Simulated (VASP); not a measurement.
Wanted: the native input for a VASP 6.6.1 run.

* Task: single point
* Functional: PBEsol
* Potentials or basis: VASP PAW PBE potentials, release 64 (Hf_pv)
* Cutoff: 520 eV
* k mesh: 16 × 16 × 9
* Occupations: fermi-dirac, width 0.1 eV
* Spin: no spin polarisation
* Dipole correction: no
* Further INCAR settings: ALGO = Normal; EDIFF = 1e-06; NBANDS = 17

The structure of Hf lies in POSCAR:

```
Hf
1.0
    2.7657019056      0.0000000000      0.0000000000
   -1.3828509528      2.3951681096      0.0000000000
    0.0000000000      0.0000000000      4.5841890584
Hf
2
Direct
    0.3333333333      0.6666666667      0.2500000000
    0.6666666667      0.3333333333      0.7500000000
```

One way to write it, as run:

INCAR

```
  PREC = Accurate
  ENCUT = 520
  EDIFF = 1E-6
  ISMEAR = -1
  SIGMA = 0.1
  LREAL = F
  LASPH = T
  NELM = 60
  ALGO = Normal
  ISIF = 2
  LWAVE = F
  LCHARG = T
  GGA = PS
  LELF = T
  LVHAR = T
  NBANDS = 17
```

KPOINTS

```
regular mesh
0
Gamma
  16 16 9
```

Potentials or basis: VASP PAW PBE potentials, release 64 (Hf_pv).

The run is started by

```console
$ cat potpaw_PBE.64/Hf_pv/POTCAR > POTCAR
$ mpirun -np 1 vasp_std > vasp.out
```

Results of the run:

The pressure is 70.3 GPa and the band gap on the k mesh is zero (band 10 reaches 9.20 eV, above the bottom of band 11 at 7.21 eV).

Caveat: the PAW data sets were made with another functional, which shifts forces and pressure a little; spin-orbit coupling is left out, which moves the levels of the heavy elements.

It took 34 s on 1 thread of Intel Xeon 6975P-C (shared host), peak memory 0.2 GiB.
